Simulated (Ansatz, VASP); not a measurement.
# GaN, level by level in two programs

```
Ga N
1.0
     0.00000    2.14938    2.14938
     2.14938    0.00000    2.14938
     2.14938    2.14938    0.00000
Ga N
1 1
Direct
  0.00000 0.00000 0.00000
  0.50000 0.50000 0.50000
```

Single points on this cell with VASP 6.6.1 and Ansatz 0.2.0. Each row is one pair of runs. Alike in all rows: spin: off; smearing: fermi-dirac, width 0.05 eV.

```tsv
level	k mesh	VASP's potentials, cutoff	Ansatz's potentials, cutoff	gap on the k mesh at the Fermi level (eV), VASP	gap on the k mesh at the Fermi level (eV), Ansatz	least direct gap on the mesh (eV), VASP	least direct gap on the mesh (eV), Ansatz	pressure (GPa), VASP	pressure (GPa), Ansatz
r2SCAN	11 × 11 × 11	VASP PAW PBE potentials, release 64 (Ga_d, N), 520 eV	Ansatz PAW, 500 eV	0.91	0.93	2.67	2.64	-11.5	-12.3
PBE0	6 × 6 × 6	VASP PAW PBE potentials, release 64 (Ga_d, N), 520 eV	Ansatz PAW, 420 eV	2.18	2.16	4.08	4.04	-13.3	-14.1
LDA	11 × 11 × 11	VASP PAW LDA potentials, release 64 (Ga_d, N_h), 910 eV	Ansatz PAW, 420 eV	0.25	0.23	2.21	2.18	-	-
HSE06	6 × 6 × 6	VASP PAW PBE potentials, release 64 (Ga_d, N), 520 eV	Ansatz PAW, 420 eV	1.46	1.47	3.36	3.35	-12.9	-13.9
```

Gap on the k mesh at the fermi level (eV): the two programs differ by at most 0.02; least direct gap on the mesh (eV): the two programs differ by at most 0.039; pressure (GPa): the two programs differ by at most 0.97.

The k mesh is coarse in some rows, so the values compare programs but aren't converged. Noted on VASP's runs: the cutoff is short for stress, so the pressure is rough. Noted on Ansatz's runs: odd divisions of the mesh miss points on the zone boundary, where band edges often lie, so the gap on the mesh can be too wide.
